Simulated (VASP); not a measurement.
Runs of VASP 6.6.1 on ZnS. The structure is that of space group F-43m (No. 216), or close to it. The cells are those of the table. 

```csv
task,cell,k mesh,smearing,gap on the mesh (eV),pressure (GPa)
single point,"a = 3.849 Å, angles 60.0°, 2 atoms",8 × 8 × 8,gaussian 0.01 eV,2.02,0.2
single point,"a = 3.849 Å, angles 60.0°, 2 atoms",8 × 8 × 8,gaussian 0.02 eV,2.02,0.2
single point,"a = 3.825 Å, angles 60.0°, 2 atoms",6 × 6 × 6,gaussian 0.1 eV,2.10,1.5
relaxation of cell and atoms,"relaxed from a = 3.825 Å, angles 60.0°, 2 atoms",8 × 8 × 8,gaussian 0.02 eV,(a),0.0
```

Alike in all rows: level PBE; potentials or basis VASP PAW PBE potentials, release 64 (Zn, S); no spin polarisation; cutoff (eV) 500.

Question: Estimate the missing entries.

Answer: (a) 2.01.

